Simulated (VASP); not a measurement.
Runs of VASP 6.6.1 on Bi. The structure is that of space group Im-3m (No. 229), or close to it. The cells are those of the table. 

| task | cell | k mesh | cutoff (eV) | smearing | gap on the mesh (eV) | pressure (GPa) |
| --- | --- | --- | --- | --- | --- | --- |
| relaxation of cell and atoms | relaxed to 40.8 GPa from a = 3.432 Å, angles 109.5°, 1 atom | 8 × 8 × 8 | 600 | gaussian 0.1 eV | none | 40.8 |
| single point | a = 3.518 Å, angles 109.5°, 1 atom | 16 × 16 × 16 | 520 | gaussian 0.1 eV | none | -2.6 |
| single point | a = 3.072 Å, angles 109.5°, 1 atom | 8 × 8 × 8 | 520 | gaussian 0.1 eV | none | 40.7 |
| single point | a = 3.343 Å, angles 109.5°, 1 atom | 16 × 16 × 16 | 520 | gaussian 0.1 eV | none | 5.9 |
| single point | a = 3.201 Å, angles 109.5°, 1 atom | 8 × 8 × 8 | 520 | gaussian 0.1 eV | none | 19.8 |
| single point | a = 3.292 Å, angles 109.5°, 1 atom | 16 × 16 × 16 | 520 | fermi-dirac 0.1 eV | none | (a) |
| single point | a = 3.198 Å, angles 109.5°, 1 atom | 16 × 16 × 16 | 520 | fermi-dirac 0.1 eV | none | (b) |
| relaxation of cell and atoms | relaxed to 40.8 GPa from a = 3.072 Å, angles 109.5°, 1 atom | 8 × 8 × 8 | 600 | gaussian 0.1 eV | none | 40.8 |

Alike in all rows: level PBE; potentials or basis VASP PAW PBE potentials, release 64 (Bi_d); no spin polarisation.

Estimate the missing entries.

(a) 10.0; (b) 20.1.

Caveats: spin-orbit coupling is left out, which moves the levels of the heavy elements; the cell is relaxed towards a set pressure, so the enthalpy falls and the energy may rise (some runs); the relaxation stopped at its first step, so nothing moved (some runs).

A k mesh can miss the band edges, and the runs leave out spin-orbit coupling on Bi.

A gap of «none» marks levels without a gap at the run's occupations.
